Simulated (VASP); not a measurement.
Input of a VASP 6.6.1 run:

File INCAR:

```
SYSTEM = Fe
ALGO = Normal ; EDIFF = 1E-7
ENCUT = 520 ; GGA = PE
ISIF = 2 ; ISMEAR = -1
ISPIN = 2 ; ISYM = 0
LASPH = .True. ; LCHARG = .False.
LDAU = .True. ; LDAUJ = 0
LDAUL = 2 ; LDAUPRINT = 1
LDAUTYPE = 2 ; LDAUU = 4
LMAXMIX = 4 ; LORBIT = 11
LREAL = .False. ; LWAVE = .False.
MAGMOM = 3.15 3.15 ; NBANDS = 19
NELM = 150 ; PREC = Accurate
SIGMA = 0.1
```

File KPOINTS:

```
k-points
0
Gamma
  12 11 6
  0 0 0
```

POSCAR

```
Fe
1.0
    1.4357100000     -1.4357100000     -1.4357100000
   -2.8714200000      0.0000000000      0.0000000000
    0.0000000000      2.8714200000     -2.8714200000
Fe
2
Direct
    0.0000000000      0.0000000000      0.0000000000
    0.0000000000      0.5000000000      0.5000000000
```

Potentials or basis: VASP PAW PBE potentials, release 64 (Fe).

Command:

```sh
$ cat potpaw_PBE.64/Fe/POTCAR > POTCAR
$ mpirun -np 1 vasp_std > vasp.out
```

Question: What does it give for the site moments?

Answer: Fe +2.94 μB.

Question: What does it give for the pressure?

Answer: 11.9 GPa.

Question: What does it give for the net moment?

Answer: 5.67 μB per cell.

Stress tensor (GPa, compression positive):
```
12.12 -0.42 -0.46
-0.42 11.87  0.31
-0.46  0.31 11.85
```

Caveat: the cell stands under pressure; the U is typed as a test and isn't derived for this compound. The state reached can hang on the start; a lower one may exist.
